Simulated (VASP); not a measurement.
# CuO (Pm-3m) in VASP: notebook

The runs below take CuO through single point, with LDA.

All numbers are computed with VASP 6.6.1; they aren't measurements. Logs are shortened: lines on timing, memory, paths and dates and some standing lists are left out, and cuts for length are marked.

**1. The cell of the first run**

Symmetry: Pm-3m, No. 221, cubic system. Conventional cell: a = 2.553 Å, b = 2.553 Å, c = 2.553 Å, α = 90.00°, β = 90.00°, γ = 90.00°. Within 2.9 Å of Cu (site symmetry m-3m) lie 8 O at 2.21 Å and 6 Cu at 2.55 Å. Within 2.9 Å of O (site symmetry m-3m) lie 8 Cu at 2.21 Å and 6 O at 2.55 Å.

**2. Single point, LDA, collinear spin**

INCAR

```
PREC = Accurate
ENCUT = 600
EDIFF = 1E-6
ISMEAR = 0
SIGMA = 0.05
LREAL = False
LASPH = True
NELM = 200
ALGO = Normal
ISIF = 2
LWAVE = False
LCHARG = False
ISPIN = 2
MAGMOM = 1 0
LORBIT = 11
LMAXMIX = 4
GGA = CA
NBANDS = 20
GGA_COMPAT = False
```

KPOINTS

```
regular mesh
0
Gamma
  7 7 7
```

POSCAR

```
CuO
1.0
    2.5525506100      0.0000000000      0.0000000000
    0.0000000000      2.5525506100      0.0000000000
    0.0000000000      0.0000000000      2.5525506100
Cu O
1 1
Direct
    0.0000000000      0.0000000000      0.0000000000
    0.5000000000      0.5000000000      0.5000000000
```

Potentials or basis: VASP PAW LDA potentials, release 64 (Cu, O).

On the command line:

```bash
cat potpaw_LDA.64/Cu/POTCAR potpaw_LDA.64/O/POTCAR > POTCAR
mpirun -np 1 vasp_std > vasp.out
```

OUTCAR:

```text
PREC = Accurate
   ENCUT = 600
   EDIFF = 1E-6
   ISMEAR = 0
   LREAL = False
   LASPH = True
   NELM = 200
   ISIF = 2
   ISPIN = 2
   LORBIT = 11
   GGA = CA

 ion  position               nearest neighbor table
   1  0.000  0.000  0.000-   2 2.21   2 2.21   2 2.21   2 2.21   2 2.21   2 2.21   2 2.21   2 2.21

   2  0.500  0.500  0.500-   1 2.21   1 2.21   1 2.21   1 2.21   1 2.21   1 2.21   1 2.21   1 2.21

  LATTYP: Found a simple cubic cell.
 ALAT       =     2.5525506100

  Lattice vectors:

 A1 = (   2.5525506100,   0.0000000000,   0.0000000000)
 A2 = (   0.0000000000,   2.5525506100,   0.0000000000)
 A3 = (   0.0000000000,   0.0000000000,   2.5525506100)

Analysis of symmetry for initial positions (statically):
=====================================================================
 Subroutine PRICEL returns:
 Original cell was already a primitive cell.

 Routine SETGRP: Setting up the symmetry group for a
 simple cubic supercell.

 Subroutine GETGRP returns: Found 48 space group operations
 (whereof 48 operations were pure point group operations)
 out of a pool of 48 trial point group operations.

The static configuration has the point symmetry O_h .

Analysis of symmetry for dynamics (positions and initial velocities):
=====================================================================
 Subroutine PRICEL returns:
 Original cell was already a primitive cell.

 Routine SETGRP: Setting up the symmetry group for a
 simple cubic supercell.

 Subroutine GETGRP returns: Found 48 space group operations
 (whereof 48 operations were pure point group operations)
 out of a pool of 48 trial point group operations.

The dynamic configuration has the point symmetry O_h .

Analysis of structural, dynamic, and magnetic symmetry:
=====================================================================
 Subroutine PRICEL returns:
 Original cell was already a primitive cell.

 Routine SETGRP: Setting up the symmetry group for a
 simple cubic supercell.

 Subroutine GETGRP returns: Found 48 space group operations
 (whereof 48 operations were pure point group operations)
 out of a pool of 48 trial point group operations.

The overall configuration has the point symmetry O_h .

 Subroutine INISYM returns: Found 48 space group operations
 (whereof 48 operations are pure point group operations),
 and found     1 'primitive' translations

----------------------------------------------------------------------------------------

                                     Primitive cell
[... 109 lines left out ...]
  Thomas-Fermi vector in A             =   2.738287
   LORBIT       =     11    0 simple, 1 ext, 2 COOP (PROOUT), +10 PAW based schemes
   GGA     = CA    functional components
   LHFCALC =     F    Hartree Fock is set to
   AEXX    =    0.0000 exact exchange contribution
   IVDW    =     0    specifies the selected vdW correction
   LEPSILON=     F    determine dielectric tensor
   LRPA    =     F    only Hartree local field effects (RPA)
 spin polarized calculation
 Gauss-broadening in eV      SIGMA  =   0.05
  energy-cutoff  :      600.00
  volume of cell :       16.63
 maximum number of plane-waves:       570
   NGX = 11   NGY = 11   NGZ = 11

 number of electron      16.9999977 magnetization      -0.0169334

 number of electron      16.9999977 magnetization       0.0007358

 Free energy of the ion-electron system (eV)
  ---------------------------------------------------
  ext. energy  EPLUGINS =         0.00000000
  ---------------------------------------------------
  free energy    TOTEN  =       -10.48166109 eV

  energy without entropy =      -10.48138258  energy(sigma->0) =      -10.48152184

 E-fermi :   7.4422     XC(G=0): -13.8293

 val. band max:        7.3133013866   @ k =   0.2857   0.1429   0.0000
 cond. band min:       7.5235438932   @ k =   0.4286   0.2857   0.1429
 fundamental gap:      0.2102425067
 Fermi energy:         7.4422206840

 spin component 1

 k-point     1 :       0.0000    0.0000    0.0000
  band No.  band energies     occupation
      1     -12.4294      1.00000
      2       3.6791      1.00000
      3       3.6791      1.00000
      4       5.3431      1.00000
      5       5.3431      1.00000
      6       5.3431      1.00000
[... 436 lines left out ...]
      6       6.0003      1.00000
[... 12 lines left out ...]
     19      50.5522      0.00000
     20      52.7067      0.00000
 Fermi energy:         7.4422206840

 spin component 2

 k-point     1 :       0.0000    0.0000    0.0000
  band No.  band energies     occupation
      1     -12.4289      1.00000
      2       3.6793      1.00000
      3       3.6793      1.00000
      4       5.3437      1.00000
      5       5.3437      1.00000
      6       5.3437      1.00000
[... 449 lines left out ...]
     19      50.5523      0.00000
     20      52.7068      0.00000

------------------------ aborting loop because EDIFF is reached ----------------------------------------

  FORCE on cell =-STRESS in cart. coord.  units (eV):
  Direction    XX          YY          ZZ          XY          YZ          ZX
  --------------------------------------------------------------------------------------
  -------------------------------------------------------------------------------------
  Total        0.1187048      0.1187048      0.1187048      0.0000000      0.0000000      0.0000000
  in kB       11.4355172     11.4355172     11.4355172      0.0000000      0.0000000      0.0000000
  external PRESSURE =      11.4355172 kB  Pullay stress =       0.0000000 kB

 VOLUME and BASIS-vectors are now :
 -----------------------------------------------------------------------------
  energy-cutoff  :      600.00
  volume of cell :       16.63
      direct lattice vectors                 reciprocal lattice vectors
     2.552550610  0.000000000  0.000000000     0.391765004  0.000000000  0.000000000
     0.000000000  2.552550610  0.000000000     0.000000000  0.391765004  0.000000000
     0.000000000  0.000000000  2.552550610     0.000000000  0.000000000  0.391765004

 POSITION                                       TOTAL-FORCE (eV/Angst)
 -----------------------------------------------------------------------------------
      0.00000      0.00000      0.00000         0.000000      0.000000      0.000000
      1.27628      1.27628      1.27628         0.000000      0.000000      0.000000
 -----------------------------------------------------------------------------------
    total drift:                                0.000000      0.000000      0.000000

  FREE ENERGIE OF THE ION-ELECTRON SYSTEM (eV)
  ---------------------------------------------------
  free  energy   TOTEN  =       -10.4816610904 eV

  energy  without entropy=      -10.4813825799  energy(sigma->0) =      -10.48152184

 total charge

# of ion       s       p       d       tot
------------------------------------------
    1        0.319   0.361   9.187   9.867
    2        1.585   3.294   0.000   4.879
--------------------------------------------------
tot          1.904   3.655   9.187  14.746

 magnetization (x)

# of ion       s       p       d       tot
------------------------------------------
    1       -0.000  -0.000   0.000   0.000
    2       -0.000   0.000   0.000   0.000
--------------------------------------------------
tot         -0.000   0.000   0.000   0.000
```

OSZICAR:

```text
N       E                     dE             d eps       ncg     rms          rms(c)
DAV:   1     0.101636743792E+03    0.10164E+03   -0.87236E+03  1896   0.161E+03
DAV:   2    -0.611782207290E+01   -0.10775E+03   -0.93744E+02  1676   0.289E+02
DAV:   3    -0.133765072067E+02   -0.72587E+01   -0.66517E+01  1764   0.681E+01
DAV:   4    -0.134520579272E+02   -0.75551E-01   -0.75392E-01  1848   0.684E+00
DAV:   5    -0.134526701679E+02   -0.61224E-03   -0.61222E-03  1876   0.618E-01    0.119E+01
DAV:   6    -0.129927198332E+02    0.45995E+00   -0.13401E+01  2236   0.998E+01    0.140E+01
DAV:   7    -0.104961318841E+02    0.24966E+01   -0.28213E+00  2104   0.744E+01    0.169E+00
DAV:   8    -0.104842504186E+02    0.11881E-01   -0.21578E-01  2012   0.476E+00    0.950E-01
DAV:   9    -0.104807648324E+02    0.34856E-02   -0.88418E-03  2384   0.187E+00    0.469E-01
DAV:  10    -0.104819482041E+02   -0.11834E-02   -0.75661E-04  2324   0.774E-01    0.140E-01
DAV:  11    -0.104815796233E+02    0.36858E-03   -0.12674E-04  2436   0.390E-01    0.125E-01
DAV:  12    -0.104816355606E+02   -0.55937E-04   -0.68222E-05  2308   0.177E-01    0.839E-02
DAV:  13    -0.104816589876E+02   -0.23427E-04   -0.84609E-06  2104   0.361E-02    0.229E-02
DAV:  14    -0.104816603417E+02   -0.13541E-05   -0.69664E-07  1404   0.122E-02    0.131E-02
DAV:  15    -0.104816610904E+02   -0.74871E-06   -0.33282E-07  1012   0.588E-03
   1 F= -.10481661E+02 E0= -.10481522E+02  d E =-.278510E-03  mag=    -0.0002
```

stdout:

```text
POSCAR found type information on POSCAR CuO
 POSCAR found :  2 types and       2 ions
 scaLAPACK will be used
 LDA part: xc-table for (Slater(with rela. corr.)+CA(PZ))
 , standard interpolation
 POSCAR, INCAR and KPOINTS ok, starting setup
 FFT: planning ... GRIDC
 FFT: planning ... GRID_SOFT
 FFT: planning ... GRID
 WAVECAR not read
 entering main loop
```

Wall time 9.5 s (1 thread of Intel Xeon Platinum 8488C (Sapphire Rapids), shared host); peak memory 0.13 GiB.

Results:

```
Free energy                                           : -10.4817 eV
Pressure                                              : 1.1 GPa
Net moment                                            : 0.00 μB per cell
Valence electrons inside the program's atomic spheres : Cu 9.87; O 4.88
```

Caveat: semilocal functionals often make such compounds metallic where correlation or magnetic order opens a gap, which also shifts bond lengths. With open d or f shells a metallic result of LDA can be an artefact of self-interaction; +U or a hybrid may open a gap.

(Continued in part 2 of 2.)
